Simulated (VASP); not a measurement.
# SrCl2 (Fm-3m) in VASP: notebook, part 2 of 2

VASP 6.6.1. The steps go on from the part before.

**3. Relaxation of cell and atoms, PBE**

This run uses another cell than the first one, of 29.66 Å³/atom.

INCAR reads:

```
PREC     = Accurate       # precision mode
ENCUT    = 600            # plane-wave cutoff, eV
EDIFF    = 1E-7           # SCF threshold, eV
ISMEAR   = -1             # smearing method
SIGMA    = 0.02           # smearing width, eV
LREAL    = False          # projectors in reciprocal space
LASPH    = True           # aspherical terms in the spheres
NELM     = 100            # most SCF steps
ALGO     = Normal         # electronic algorithm
ISIF     = 3              # what is computed and relaxed
LWAVE    = False          # write WAVECAR
LCHARG   = False          # write CHGCAR
GGA      = PE             # functional
IBRION   = 2              # ionic algorithm
NSW      = 80             # ionic steps
EDIFFG   = -0.005         # ionic threshold
```

KPOINTS reads:

```
Automatic mesh
0
Gamma
  6 6 6
```

POSCAR reads:

```
SrCl2
1.0
    0.0000000000      3.5434481790      3.5434481790
    3.5434481790      0.0000000000      3.5434481790
    3.5434481790      3.5434481790      0.0000000000
Sr Cl
1 2
Direct
    0.0000000000      0.0000000000      0.0000000000
    0.2500000000      0.2500000000      0.2500000000
    0.7500000000      0.7500000000      0.7500000000
```

Potentials or basis: VASP PAW PBE potentials, release 64 (Sr_sv, Cl).

Started as:

```bash
cat potpaw_PBE.64/Sr_sv/POTCAR potpaw_PBE.64/Cl/POTCAR > POTCAR
mpirun -np 1 vasp_std > vasp.out
```

OUTCAR:

```text
PREC = Accurate
   ENCUT = 600
   EDIFF = 1E-7
   ISMEAR = -1
   LREAL = False
   LASPH = True
   NELM = 100
   ISIF = 3
   GGA = PE
   IBRION = 2
   NSW = 80
   EDIFFG = -0.005

 ion  position               nearest neighbor table
   1  0.000  0.000  0.000-   3 3.07   3 3.07   3 3.07   2 3.07   3 3.07   2 3.07   2 3.07   2 3.07

   2  0.250  0.250  0.250-   1 3.07   1 3.07   1 3.07   1 3.07
   3  0.750  0.750  0.750-   1 3.07   1 3.07   1 3.07   1 3.07

  LATTYP: Found a face centered cubic cell.
 ALAT       =     7.0868963580

  Lattice vectors:

 A1 = (   0.0000000000,   3.5434481790,   3.5434481790)
 A2 = (   3.5434481790,   0.0000000000,   3.5434481790)
 A3 = (   3.5434481790,   3.5434481790,   0.0000000000)
[... 174 lines left out ...]
  --------------------------------------------------------------------------------------
  -------------------------------------------------------------------------------------
  Total       -0.2915275     -0.2915275     -0.2915275      0.0000000      0.0000000     -0.0000000
  in kB       -5.2490642     -5.2490642     -5.2490642      0.0000000      0.0000000     -0.0000000
  external PRESSURE =      -5.2490642 kB  Pullay stress =       0.0000000 kB
[... 61 lines left out ...]
--------------------------------------- Ionic step        3  -------------------------------------------

 number of electron      23.9999999 magnetization

 Free energy of the ion-electron system (eV)
  ---------------------------------------------------
  ext. energy  EPLUGINS =         0.00000000
  ---------------------------------------------------
  free energy    TOTEN  =       -12.79184632 eV

  energy without entropy =      -12.79184632  energy(sigma->0) =      -12.79184632

 E-fermi :   0.4247     XC(G=0):  -8.1503

 val. band max:       -0.0468677465   @ k =   0.5000   0.5000   0.0000
 cond. band min:       5.1725538030   @ k =   0.0000   0.0000   0.0000
 fundamental gap:      5.2194215496
 Fermi energy:         0.4247199353

 k-point     1 :       0.0000    0.0000    0.0000
  band No.  band energies     occupation
      1     -33.0374      2.00000
      2     -15.0160      2.00000
      3     -15.0160      2.00000
      4     -15.0160      2.00000
      5     -13.2576      2.00000
      6     -12.4691      2.00000
[... 323 lines left out ...]
  FREE ENERGIE OF THE ION-ELECTRON SYSTEM (eV)
  ---------------------------------------------------
  free  energy   TOTEN  =       -12.7918463171 eV

  energy  without entropy=      -12.7918463171  energy(sigma->0) =      -12.79184632

 reached required accuracy - stopping structural energy minimisation
```

CONTCAR:

```text
SrCl2
   1.00000000000000
     0.0000000000000000    3.5245339318765483    3.5245339318765483
     3.5245339318765483    0.0000000000000000    3.5245339318765483
     3.5245339318765483    3.5245339318765483   -0.0000000000000000
  Sr              Cl
     1     2
Direct
     0.0000000000000000    0.0000000000000000    0.0000000000000000
     0.2500000000000000    0.2500000000000000    0.2500000000000000
     0.7500000000000000    0.7500000000000000    0.7500000000000000

  0.00000000E+00  0.00000000E+00  0.00000000E+00
  0.00000000E+00  0.00000000E+00  0.00000000E+00
  0.00000000E+00  0.00000000E+00  0.00000000E+00
```

Run time: 89 s. Hardware: 1 thread of Intel Xeon Platinum 8488C (Sapphire Rapids), shared host; peak memory 0.25 GiB.

Results:

| Item | Value |
| --- | --- |
| Free energy | -12.7918 eV |
| Relaxed volume | 29.19 Å³/atom |
| Relaxed cell | a = 4.984 Å, b = 4.984 Å, c = 4.984 Å, α = 60.00°, β = 60.00°, γ = 60.00° |
| Space group after relaxing (to 0.1 Å) | Fm-3m (No. 225) |
| Energy gained by relaxing | 0.8 meV/atom |
| Ionic steps | 3 |
| Pressure after relaxing | 0.0 GPa |
| Band gap on the k mesh | 5.22 eV (least direct gap 5.52 eV) |

The path:
```csv
step,energy change (eV),largest force (eV/Å),pressure (GPa),volume (Å³)
1,0.0000,0.0000,-0.52,88.98
2,-0.0023,0.0000,-0.06,87.74
3,-0.0023,0.0000,0.00,87.57
```

Final structure:
```
Sr Cl
1.0
     0.00000    3.52453    3.52453
     3.52453    0.00000    3.52453
     3.52453    3.52453    0.00000
Sr Cl
1 2
Direct
  0.00000 0.00000 0.00000
  0.25000 0.25000 0.25000
  0.75000 0.75000 0.75000
```

Levels at points of the mesh, in eV from the valence-band top:
| k point | band 9 | band 10 | band 11 | band 12 | band 13 | band 14 | band 15 | band 16 |
| --- | --- | --- | --- | --- | --- | --- | --- | --- |
| (0.00, 0.00, 0.00) | -2.02 | -0.33 | -0.33 | -0.33 | 5.22 | 6.10 | 6.10 | 8.98 |
| (0.50, 0.00, 0.00) | -1.44 | -1.26 | -1.01 | -1.01 | 6.68 | 6.68 | 7.40 | 7.82 |
| (0.50, 0.50, 0.00) | -1.81 | -0.38 | -0.38 | 0.00 | 5.52 | 6.95 | 7.52 | 7.91 |

Caveat: the structure was generated, so it needn't be the stable form of SrCl2.

**4. Single point, r2SCAN**

This run uses another cell than the first one, of 28.53 Å³/atom.

POSCAR reads:

```
SrCl2
1.0
    0.0000000000      3.4977180848      3.4977180848
    3.4977180848      0.0000000000      3.4977180848
    3.4977180848      3.4977180848      0.0000000000
Sr Cl
1 2
Direct
    0.0000000000      0.0000000000      0.0000000000
    0.2500000000      0.2500000000      0.2500000000
    0.7500000000      0.7500000000      0.7500000000
```

INCAR.step1 reads:

```
PREC = Accurate
ENCUT = 520
ISMEAR = 0
SIGMA = 0.01
LREAL = False
LASPH = True
NELM = 100
NBANDS = 19
GGA = PE
ALGO = Normal
EDIFF = 1E-4
LWAVE = True
LCHARG = False
```

INCAR.step2 reads:

```
PREC = Accurate
ENCUT = 520
EDIFF = 1E-7
ISMEAR = 0
SIGMA = 0.01
LREAL = False
LASPH = True
NELM = 100
ALGO = Normal
ISIF = 2
LWAVE = False
LCHARG = False
METAGGA = R2SCAN
LMIXTAU = True
NBANDS = 19
ISTART = 1
```

KPOINTS reads:

```
regular mesh
0
Gamma
  6 6 6
```

Started as:

```bash
cat potpaw_PBE.64/Sr_sv/POTCAR potpaw_PBE.64/Cl/POTCAR > POTCAR
cp INCAR.step1 INCAR
mpirun -np 1 vasp_std > vasp.out
cp INCAR.step2 INCAR
mpirun -np 1 vasp_std > vasp.out
```

Wall time 2.4 min (1 thread of Intel Xeon Platinum 8488C (Sapphire Rapids), shared host); peak memory 0.26 GiB.

The run converged. Its results:

* Free energy: -35.6970 eV
* Pressure: 0.0 GPa
* Band gap on the k mesh: 5.94 eV (least direct gap 5.99 eV)

Levels at points of the mesh, in eV from the valence-band top:
```
           k point  band 8  band 9  band 10  band 11  band 12  band 13  band 14  band 15  band 16  band 17
(0.00, 0.00, 0.00)   -2.12   -2.12    -0.35    -0.35    -0.35     5.94     6.69     6.69     9.61     9.61
(0.50, 0.00, 0.00)   -1.56   -1.47    -1.33    -1.06    -1.06     7.29     7.29     8.22     8.23     9.31
(0.50, 0.50, 0.00)   -1.90   -1.90    -0.39    -0.39     0.00     5.99     7.77     8.20     8.68     8.68
```

Caveat: the structure was generated, so it needn't be the stable form of SrCl2; the PAW data sets were made with another functional, which shifts forces and pressure a little. A k mesh can miss the band edges.

**5. Single point, HSE06**

This run uses another cell than the first one, of 28.53 Å³/atom.

POSCAR is that of step 4.

INCAR.step1 reads:

```
SYSTEM = SrCl2
PREC = Accurate
ENCUT = 520
EDIFF = 1E-5
ISMEAR = 0
SIGMA = 0.01
LREAL = .False.
LASPH = .True.
NELM = 100
ALGO = Normal
ISIF = 2
LWAVE = .True.
NBANDS = 19
GGA = PE
```

INCAR.step2 reads:

```
SYSTEM = SrCl2
PREC = Accurate
ENCUT = 520
EDIFF = 1E-6
ISMEAR = 0
SIGMA = 0.01
LREAL = .False.
LASPH = .True.
NELM = 100
ALGO = Normal
ISIF = 2
LWAVE = .False.
LCHARG = .True.
GGA = PE
LHFCALC = .True.
HFSCREEN = 0.2079
PRECFOCK = Normal
LELF = .True.
LVHAR = .True.
NBANDS = 19
ISTART = 1
```

KPOINTS reads:

```
Automatic mesh
0
Gamma
  4 4 4
  0 0 0
```

Started as:

```bash
cat potpaw_PBE.64/Sr_sv/POTCAR potpaw_PBE.64/Cl/POTCAR > POTCAR
cp INCAR.step1 INCAR
mpirun -np 1 vasp_std > vasp.out
cp INCAR.step2 INCAR
mpirun -np 1 vasp_std > vasp.out
```

Run time: 21 min. Hardware: 1 thread of Intel Xeon Platinum 8488C (Sapphire Rapids), shared host; peak memory 0.35 GiB.

It converged, with:

* Free energy: -14.8130 eV
* Pressure: 0.3 GPa
* Band gap on the k mesh: 6.58 eV (least direct gap 6.82 eV)

Levels at points of the mesh, in eV from the valence-band top:
| k point | band 10 | band 11 | band 12 | band 13 | band 14 | band 15 |
| --- | --- | --- | --- | --- | --- | --- |
| (0.00, 0.00, 0.00) | -0.36 | -0.36 | -0.36 | 6.58 | 7.52 | 7.52 |
| (0.50, 0.00, 0.00) | -1.39 | -1.12 | -1.12 | 8.18 | 8.18 | 9.05 |
| (0.50, 0.50, 0.00) | -0.41 | -0.41 | 0.00 | 6.82 | 8.53 | 9.18 |

Caveat: the structure was generated, so it needn't be the stable form of SrCl2; the PAW data sets were made with another functional, which shifts forces and pressure a little. A k mesh can miss the band edges.

**6. Single point, PBE, non-collinear spin, zero start, spin-orbit coupling**

This run uses another cell than the first one, of 28.53 Å³/atom.

INCAR reads:

```
PREC     = Accurate       # precision mode
ENCUT    = 520            # plane-wave cutoff, eV
EDIFF    = 1E-6           # SCF threshold, eV
ISMEAR   = 0              # smearing method
SIGMA    = 0.01           # smearing width, eV
LREAL    = False          # projectors in reciprocal space
LASPH    = True           # aspherical terms in the spheres
NELM     = 150            # most SCF steps
ALGO     = Normal         # electronic algorithm
ISIF     = 2              # what is computed and relaxed
LWAVE    = False          # write WAVECAR
LCHARG   = False          # write CHGCAR
MAGMOM   = 0 0 0 0 0 0 0 0 0 # initial moments
LORBIT   = 11             # projections on sites
LSORBIT  = True           # spin-orbit coupling
GGA_COMPAT= False        
LORBMOM  = True         
GGA      = PE             # functional
NBANDS   = 37             # bands
```

KPOINTS reads:

```
regular mesh
0
Gamma
  6 6 6
```

POSCAR is that of step 5.

Potentials or basis: VASP PAW PBE potentials, release 64 (Sr_sv, Cl).

Started as:

```bash
cat potpaw_PBE.64/Sr_sv/POTCAR potpaw_PBE.64/Cl/POTCAR > POTCAR
mpirun -np 1 vasp_ncl > vasp.out
```

Wall time 4 min (1 thread of Intel Xeon Platinum 8488C (Sapphire Rapids), shared host); peak memory 0.51 GiB.

Results (log left out):

| Property | Result |
| --- | --- |
| Free energy | -12.8761 eV |
| Pressure | 0.8 GPa |
| Net moment | 0.00 μB per cell |
| Valence electrons inside the program's atomic spheres | Sr 7.94; Cl 5.18 |

Moments on the atoms (μB; x, y, z):
```
Sr  0.00 0.00 0.00
Cl  0.00 0.00 0.00
Cl  0.00 0.00 0.00
```

Caveat: the structure was generated, so it needn't be the stable form of SrCl2.

**7. Overview**

```tsv
task	level	spin	cell	k mesh	cutoff (eV)	smearing	grid for exact exchange (PRECFOCK)	share of exact exchange	screening parameter	gap on the mesh (eV)	pressure (GPa)
single point	PBE	off	a = 4.979 Å, angles 60.0°, 3 atoms	6 × 6 × 6	520	fermi-dirac 0.02 eV	-	-	-	5.23	0.1
relaxation of cell and atoms	PBE	off	relaxed from a = 5.011 Å, angles 60.0°, 3 atoms	6 × 6 × 6	600	fermi-dirac 0.02 eV	-	-	-	5.22	0.0
single point	r2SCAN	off	a = 4.947 Å, angles 60.0°, 3 atoms	6 × 6 × 6	520	gaussian 0.01 eV	-	-	-	5.94	0.0
single point	HSE06	off	a = 4.947 Å, angles 60.0°, 3 atoms	4 × 4 × 4	520	gaussian 0.01 eV	Normal	0.25	0.2079 1/Å	6.58	0.3
single point	PBE	non-collinear, zero start, SOC	a = 4.947 Å, angles 60.0°, 3 atoms	6 × 6 × 6	520	gaussian 0.01 eV	-	-	-	-	0.8
```

Alike in all rows: potentials or basis VASP PAW PBE potentials, release 64 (Sr_sv, Cl).

Caveats: the structure was generated, so it needn't be the stable form of SrCl2; the PAW data sets were made with another functional, which shifts forces and pressure a little (at least some runs).

Total energies depend on the potentials used, so only differences within one code and one set of settings carry meaning.
